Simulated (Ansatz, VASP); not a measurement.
# Two plane-wave programs on WSe2

```
W Se
1.0
     3.31794    0.00000    0.00000
    -1.65897    3.00272    0.00000
     0.00000    0.00000   16.65814
W Se
1 2
Direct
  0.00000 0.00000 0.00000
  0.33333 0.66667 0.09979
  0.33333 0.66667 0.90021
```

Change from the starting cell: strain +0.0450 x Voigt [0, 1, 0, 0, 0, 0], atoms carried along.

Alike in both runs: task single point; functional PBEsol; dispersion D3(BJ); k mesh 12 × 12 × 2; occupations gaussian, width 0.05 eV; no spin polarisation.

|  | VASP | Ansatz |
| --- | --- | --- |
| version | VASP 6.6.1 | Ansatz 0.2.0 |
| potentials or method | VASP PAW PBE potentials, release 64 (W_sv, Se), cutoff 520 eV | scalar-relativistic, plane waves, PAW |
| valence electrons in the cell | 26 | 46 |

Ansatz gave:

```
gap on the k mesh at the Fermi level (eV) : 1.31
least direct gap on the mesh (eV)         : 1.31
rms of the force components (eV/Å)        : 0.306
```

Q: Which values does VASP return?

A: gap on the k mesh at the Fermi level (eV): 1.31; least direct gap on the mesh (eV): 1.31; rms of the force components (eV/Å): 0.285.

VASP's potentials were made for PBE, not for PBEsol. Atom by atom the forces differ by 0.023 eV/Å (rms over components). VASP's potentials hold 26 valence electrons a cell and Ansatz's 46, so a difference there can come from the potentials and not from the codes.

Neither program's run includes spin-orbit coupling.
